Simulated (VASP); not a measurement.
Write the native input for VASP 6.6.1 that does the following.

| Property | Result |
| --- | --- |
| Task | relaxation of cell and atoms |
| Functional | PBE |
| Potentials or basis | VASP PAW PBE potentials, release 64 (Si, Pd, W_sv) |
| Cutoff | 600 eV |
| k mesh | 4 × 4 × 3 |
| Occupations | gaussian, width 0.2 eV |
| Spin | no spin polarisation |
| Dipole correction | no |
| Further INCAR settings | ALGO = Normal; EDIFF = 1e-06; IBRION = 2; EDIFFG = -0.08; NSW = 36; ISIF = 3 |

The structure of Si5PdW lies in POSCAR:

```
Si5PdW
1.0
    3.9800000000      0.0000000000      0.0000000000
    0.0000000000      3.9800000000      0.0000000000
    0.0000000000      0.0000000000      6.5000000000
Si Pd W
5 1 1
Direct
    0.0000000000      0.5000000000      0.6950000000
    0.5000000000      0.0000000000      0.6950000000
    0.0000000000      0.5000000000      0.3050000000
    0.5000000000      0.0000000000      0.3050000000
    0.5000000000      0.5000000000      0.0000000000
    0.0000000000      0.0000000000      0.0000000000
    0.0000000000      0.0000000000      0.5000000000
```

One way to write it, as run:

INCAR

```
SYSTEM = Si5PdW
PREC = Accurate
ENCUT = 600
EDIFF = 1E-6
ISMEAR = 0
SIGMA = 0.2
LREAL = .False.
LASPH = .True.
NELM = 80
ALGO = Normal
ISIF = 3
LWAVE = .False.
LCHARG = .False.
GGA = PE
IBRION = 2
NSW = 36
EDIFFG = -0.08
```

KPOINTS

```
Automatic mesh
0
Gamma
  4 4 3
  0 0 0
```

Potentials or basis: VASP PAW PBE potentials, release 64 (Si, Pd, W_sv).

Command:

```sh
$ cat potpaw_PBE.64/Si/POTCAR potpaw_PBE.64/Pd/POTCAR potpaw_PBE.64/W_sv/POTCAR > POTCAR
$ mpirun -np 1 vasp_std > vasp.out
```

It gave:

```
Relaxed volume                        : 15.75 Å³/atom
Relaxed cell                          : a = 4.326 Å, b = 4.326 Å, c = 5.891 Å, α = 90.00°, β = 90.00°, γ = 90.00°
Space group after relaxing (to 0.1 Å) : P4/mmm (No. 123)
Energy gained by relaxing             : 250.3 meV/atom
Ionic steps                           : 12
Pressure after relaxing               : 0.4 GPa
Largest force after relaxing          : 0.050 eV/Å
Band gap on the k mesh                : zero (bands 22 and 23 overlap by 1.02 eV)
```

Caveat: the k points lie up to 0.36 Å⁻¹ apart in the final cell, too coarse for converged energies and pressures of a metal; spin-orbit coupling is left out, which moves the levels of the heavy elements; the relaxation stopped at a loose force limit of 0.08 eV/Å, so its end isn't a converged minimum.

It took 9.1 min on 1 thread of Intel Xeon 8259CL, on a shared host, peak memory 0.26 GiB.
